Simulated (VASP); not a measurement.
Set up this calculation in VASP 6.6.1, as the native input.

```yaml
Task: single point
Functional: PBE
Potentials_or_basis: VASP PAW PBE potentials, release 64 (Li_sv, Sr_sv, H)
Cutoff: 520 eV
k_mesh: 6 × 6 × 6
Occupations: gaussian, width 0.05 eV
Spin: no spin polarisation
Dipole_correction: no
Further_INCAR_settings: ALGO = Normal; EDIFF = 1e-06; NBANDS = 16
```

The structure of SrLiH3 lies in POSCAR:

```
SrLiH3
1.0
    4.3992514500      0.0000000000      0.0000000000
    0.0000000000      4.3992514500      0.0000000000
    0.0000000000      0.0000000000      4.3992514500
Li Sr H
1 1 3
Direct
    0.0000000000      0.0000000000      0.0000000000
    0.5000000000      0.5000000000      0.5000000000
    0.0000000000      0.5000000000      0.5000000000
    0.5000000000      0.0000000000      0.5000000000
    0.5000000000      0.5000000000      0.0000000000
```

This cell differs from its parent crystal: strain -0.050 along x and y, -0.050 along z.

One way to write it, as run:

INCAR

```
SYSTEM = SrLiH3
PREC = Accurate
ENCUT = 520
EDIFF = 1E-6
ISMEAR = 0
SIGMA = 0.05
LREAL = .False.
LASPH = .True.
NELM = 100
ALGO = Normal
ISIF = 2
LWAVE = .False.
LCHARG = .True.
GGA = PE
LELF = .True.
LVHAR = .True.
NBANDS = 16
```

KPOINTS

```
Automatic mesh
0
Gamma
  6 6 6
  0 0 0
```

Potentials or basis: VASP PAW PBE potentials, release 64 (Li_sv, Sr_sv, H).

Command:

```bash
$ cat potpaw_PBE.64/Li_sv/POTCAR potpaw_PBE.64/Sr_sv/POTCAR potpaw_PBE.64/H/POTCAR > POTCAR
$ mpirun -np 1 vasp_std > vasp.out
```

Results of the run:

- Band gap on the k mesh: 1.53 eV (least direct gap 2.05 eV)

Caveat: the cell differs from its parent crystal (strain -0.050 along x and y, -0.050 along z).

Wall time 36 s on 1 thread of Intel Xeon 8259CL, with other jobs on the host, peak memory 0.21 GiB.
